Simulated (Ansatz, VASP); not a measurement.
## Two plane-wave programs on P5C

File INCAR:

```
PREC = Accurate
ENCUT = 520
EDIFF = 1E-6
ISMEAR = 0
SIGMA = 0.1
LREAL = F
LASPH = T
NELM = 150
ALGO = Normal
ISIF = 2
LWAVE = F
LCHARG = F
ISPIN = 2
MAGMOM = 0 0 0 0 0 1
LORBIT = 11
GGA = PE
NBANDS = 28
```

The input KPOINTS:

```
regular mesh
0
Gamma
  6 6 4
```

The input POSCAR:

```
P5C
1.0
    4.6350631300      0.0000000000      0.0000000000
   -2.3175315700      4.0140824200      0.0000000000
    0.0000000000      0.0000000000      6.2918700300
P C
5 1
Direct
    0.6666666700      0.3333333300      0.7959949400
    0.0000000000      0.0000000000      0.0000000000
    0.6666666700      0.3333333300      0.2040050600
    0.3333333300      0.6666666700      0.2040050600
    0.3333333300      0.6666666700      0.7959949400
    0.0000000000      0.0000000000      0.5000000000
```

Input for Ansatz:

```yaml
crystal:
  lattice:
    - [4.63506313, 0.0, 0.0]
    - [-2.31753157, 4.01408242, 0.0]
    - [0.0, 0.0, 6.29187003]
  atoms:
    - { symbol: P, position: [0.66666667, 0.33333333, 0.79599494] }
    - { symbol: P, position: [0.0, 0.0, 0.0] }
    - { symbol: P, position: [0.66666667, 0.33333333, 0.20400506] }
    - { symbol: P, position: [0.33333333, 0.66666667, 0.20400506] }
    - { symbol: P, position: [0.33333333, 0.66666667, 0.79599494] }
    - { symbol: C, position: [0.0, 0.0, 0.5], spin: 1.0 }
basis:
  ecutwfc: 420
kpoints:
  mp_grid: { grid: [6, 6, 4] }
hamiltonian:
  xc: pbe
scf:
  occupations: { method: gaussian, width: 0.1 }
  lower_state_search: "off"
output:
  forces: true
  stress: true
  eigenvalues: true
  populations: true
magnetization:
  spin_polarized: true
```

Change from the starting cell: species swapped into the BaSn5 type (P6/mmm, No. 191).

Alike in both runs: task single point; functional PBE; k mesh 6 × 6 × 4; occupations gaussian, width 0.1 eV; collinear spin.

|  | VASP | Ansatz |
| --- | --- | --- |
| version | VASP 6.6.1 | Ansatz 0.2.0 |
| potentials or method | VASP PAW PBE potentials, release 64 (P, C), cutoff 520 eV | scalar-relativistic, plane waves, PAW |
| valence electrons in the cell | 29 | 29 |

VASP gave:

```
gap on the k mesh at the Fermi level (eV)                     : none
pressure (GPa)                                                : -12.7
traceless stress, the component that is largest in VASP (GPa) : -4.11
rms of the force components (eV/Å)                            : 0.663
net moment per atom (μB)                                      : 0.28
size of the moment on the site where the two differ most (μB) : 0.82
```

**Question.** Estimate Ansatz's values.

**Answer.** gap on the k mesh at the Fermi level (eV): none; pressure (GPa): -12.6; traceless stress, the component that is largest in VASP (GPa): -4.07; rms of the force components (eV/Å): 0.654; net moment per atom (μB): 0.28; size of the moment on the site where the two differ most (μB): 1.48.

Site moments also hang on the region over which each program counts them. Atom by atom the forces differ by 0.009 eV/Å (rms over components). A gap of «none» marks a metal or a gap that the smearing closes. Ansatz's warnings: stability check not made.
